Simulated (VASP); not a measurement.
A run of VASP 6.6.1:

File INCAR:

```
SYSTEM = Ir
PREC = Accurate
ENCUT = 600
EDIFF = 1E-6
ISMEAR = 1
SIGMA = 0.025
LREAL = .FALSE.
LASPH = .TRUE.
NELM = 100
ALGO = Normal
ISIF = 3
LWAVE = .FALSE.
LCHARG = .FALSE.
GGA = PS
IBRION = 2
NSW = 60
EDIFFG = -0.005
```

File KPOINTS:

```
Automatic mesh
0
G
  17 17 17
  0 0 0
```

Contents of POSCAR:

```
Ir
1.0
    2.4761225395      0.0000000000      0.0000000000
    0.0000000000      2.4761225395      0.0000000000
    0.0000000000      0.0000000000      2.4761225395
Ir
1
Direct
    0.0000000000      0.0000000000      0.0000000000
```

Potentials or basis: VASP PAW PBE potentials, release 64 (Ir).

Launch:

```bash
$ cat potpaw_PBE.64/Ir/POTCAR > POTCAR
$ mpirun -np 1 vasp_std > vasp.out
```

Hardware: 1 thread of Intel(R) Xeon(R) Platinum 8488C (Sapphire Rapids), with other jobs on the host.

**Question.** How long does it take, and how much memory?

**Answer.** It took 66 s on 1 thread of Intel(R) Xeon(R) Platinum 8488C (Sapphire Rapids), with other jobs on the host, peak memory 0.15 GiB. Counts: scf iterations 66, k points 165, ion steps 19.
